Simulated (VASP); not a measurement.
Here is a VASP 6.6.1 calculation.

File INCAR:

```
SYSTEM = Ti
PREC = Accurate
ENCUT = 520
EDIFF = 1E-6
ISMEAR = -1
SIGMA = 0.1
LREAL = .False.
LASPH = .True.
NELM = 100
ALGO = Normal
ISIF = 2
LWAVE = .False.
LCHARG = .True.
GGA = PS
LELF = .True.
LVHAR = .True.
NBANDS = 12
```

KPOINTS

```
Automatic mesh
0
Gamma
  8 8 8
  0 0 0
```

POSCAR

```
Ti
1.0
    2.5174721462      0.0000000000      0.0000000000
    0.0000000000      2.5174721462      0.0000000000
    0.0000000000      0.0000000000      2.5174721462
Ti
1
Direct
    0.0000000000      0.0000000000      0.0000000000
```

Potentials or basis: VASP PAW PBE potentials, release 64 (Ti_sv).

Command:

```bash
$ cat potpaw_PBE.64/Ti_sv/POTCAR > POTCAR
$ mpirun -np 1 vasp_std > vasp.out
```

Question: Estimate the band gap on the k mesh.

Answer: Zero (band 6 reaches 9.63 eV, above the bottom of band 7 at 7.34 eV).

Question: Predict the pressure.

Answer: 9.8 GPa.

Caveat: the PAW data sets were made with another functional, which shifts forces and pressure a little.
